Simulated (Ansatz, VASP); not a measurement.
**HfC: VASP beside Ansatz**

File INCAR:

```
SYSTEM = HfC
PREC     = Accurate       ! precision mode
ENCUT    = 520            ! plane-wave cutoff, eV
EDIFF    = 1E-6           ! SCF threshold, eV
ISMEAR   = -1             ! smearing method
SIGMA    = 0.05           ! smearing width, eV
LREAL    = .FALSE.        ! projectors in reciprocal space
LASPH    = .TRUE.         ! aspherical terms in the spheres
NELM     = 80             ! most SCF steps
ALGO     = Normal         ! electronic algorithm
ISIF     = 2              ! what is computed and relaxed
LWAVE    = .FALSE.        ! write WAVECAR
LCHARG   = .FALSE.        ! write CHGCAR
GGA      = PS             ! functional
NBANDS   = 22             ! bands
```

File KPOINTS:

```
regular mesh
0
G
  8 8 5
  0 0 0
```

POSCAR

```
HfC
1.0
    3.4097233742      0.0000000000      0.0000000000
   -1.7048616870      2.9529070619      0.0000000000
    0.0000000000      0.0000000000      5.2027140000
Hf C
2 2
Direct
    0.3333333333      0.6666666667      0.2500000000
    0.6666666667      0.3333333333      0.7500000000
    0.0000000000      0.0000000000      0.5000000000
    0.0000000000      0.0000000000      0.0000000000
```

File input.yaml:

```yaml
crystal:
  lattice:
    - [3.4097233742, 0.0, 0.0]
    - [-1.704861687, 2.9529070619, 0.0]
    - [0.0, 0.0, 5.202714]
  atoms:
    - { symbol: Hf, position: [0.3333333333, 0.6666666667, 0.25] }
    - { symbol: Hf, position: [0.6666666667, 0.3333333333, 0.75] }
    - { symbol: C, position: [0.0, 0.0, 0.5] }
    - { symbol: C, position: [0.0, 0.0, 0.0] }
hamiltonian:
  xc: pbesol
  pseudopotentials: { kind: paw }
kpoints:
  mp_grid: { grid: [8, 8, 5] }
scf:
  occupations: { method: fermi_dirac, width: 0.05 }
output:
  forces: true
  stress: true
  eigenvalues: true
  write_density: true
  write_potential: true
  elf: true
  volumetric_format: npy
```

Alike in both runs: task single point; functional PBEsol; k mesh 8 × 8 × 5; occupations fermi-dirac, width 0.05 eV; no spin polarisation.

```csv
,VASP,Ansatz
version,VASP 6.6.1,Ansatz 0.2.0
potentials or method,"VASP PAW PBE potentials, release 64 (Hf_pv, C)",Ansatz PAW
plane-wave cutoff (eV),520,420
valence electrons in the cell,28,60
```

```tsv
	VASP	Ansatz	Ansatz less VASP
gap on the k mesh at the Fermi level (eV)	none	none	-
pressure (GPa)	-16.1	-15.5	+0.60
traceless stress, the component that is largest in VASP (GPa)	4.25	4.24	-0.008
```

VASP's potentials were made for PBE, not for PBEsol. A gap of «none» marks a metal or a gap that the smearing closes. With one functional, cell and mesh, what is left measures potentials, basis and numerics. VASP's potentials hold 28 valence electrons a cell and Ansatz's 60, so a difference there can come from the potentials and not from the codes.

Spin-orbit coupling is off throughout.
